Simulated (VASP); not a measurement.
Here is a VASP 6.6.1 calculation.

The input INCAR:

```
PREC = Accurate
ENCUT = 520
EDIFF = 1E-6
ISMEAR = -1
SIGMA = 0.1
LREAL = False
LASPH = True
NELM = 100
ALGO = Normal
ISIF = 2
LWAVE = False
LCHARG = True
GGA = RE
IVDW = 12
LELF = True
LVHAR = True
NBANDS = 17
```

File KPOINTS:

```
regular mesh
0
Gamma
  9 9 5
```

File POSCAR:

```
Hf
1.0
    3.1647640275      0.0000000000      0.0000000000
   -1.5823820137      2.7407660448      0.0000000000
    0.0000000000      0.0000000000      5.0132870525
Hf
2
Direct
    0.3333333333      0.6666666667      0.2500000000
    0.6666666667      0.3333333333      0.7500000000
```

Potentials or basis: VASP PAW PBE potentials, release 64 (Hf_pv).

Command:

```bash
$ cat potpaw_PBE.64/Hf_pv/POTCAR > POTCAR
$ mpirun -np 1 vasp_std > vasp.out
```

(1) Estimate the band gap on the k mesh.

(2) Predict the dispersion energy per atom.

(3) Estimate the pressure.

Results:

(1) zero (band 10 reaches 6.40 eV, above the bottom of band 11 at 4.84 eV).

(2) -0.810 eV.

(3) -0.5 GPa.

Caveat: the PAW data sets were made with another functional, which shifts forces and pressure a little; spin-orbit coupling is left out, which moves the levels of the heavy elements; pairwise dispersion overbinds metals, which lowers pressure and volume.
